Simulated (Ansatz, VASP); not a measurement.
**Y: VASP beside Ansatz**

```
Y
1.0
     0.00000    3.45430    3.45430
     3.45430    0.00000    3.45430
     3.45430    3.45430    0.00000
Y
2
Cartesian
  0.8636 0.8636 0.8636
  6.0450 6.0450 6.0450
```

Alike in both runs: task single point; functional r2SCAN; k mesh 9 × 9 × 9; occupations fermi-dirac, width 0.1 eV; no spin polarisation.

|  | VASP | Ansatz |
| --- | --- | --- |
| version | VASP 6.6.1 | Ansatz 0.2.0 |
| potentials or method | VASP PAW PBE potentials, release 64 (Y_sv), cutoff 520 eV | plane waves (500 eV) with PAW, scalar-relativistic |
| valence electrons in the cell | 22 | 22 |

```csv
,VASP,Ansatz,Ansatz less VASP
pressure (GPa),0.1,0.1,-0.05
```

VASP's potentials were made for PBE, not for r2SCAN.
